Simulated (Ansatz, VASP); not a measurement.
## One calculation of Re, two programs

```
Re
1.0
     2.77510    0.00000    0.00000
    -1.38755    2.40331    0.00000
     0.00000    0.00000   19.72560
Re
4
Direct
  0.83333 0.16667 0.33434
  0.16667 0.83333 0.44069
  0.83333 0.16667 0.55931
  0.16667 0.83333 0.66566
```

Alike in both runs: functional PBE; k mesh 14 × 14 × 1; occupations fermi-dirac, width 0.05 eV; no spin polarisation.

Ansatz relaxed the structure, and its values are those at the end. VASP's run is a single point on that final structure, the one shown.

```csv
,VASP,Ansatz
version,VASP 6.6.1,Ansatz 0.2.0
potentials or method,"VASP PAW PBE potentials, release 64 (Re_sv_GW)","PAW with Ansatz's default frozen-core files, scalar-relativistic"
plane-wave cutoff (eV),410,420
valence electrons in the cell,60,60
```

```csv
,VASP,Ansatz,Ansatz less VASP
rms of the force components (eV/Å),0.011,0.000,-0.0107
```

With one functional, cell and mesh, what is left measures potentials, basis and numerics. Ansatz's warnings: stress scf threshold loose, vacuum density over bound.

Neither program's run includes spin-orbit coupling.
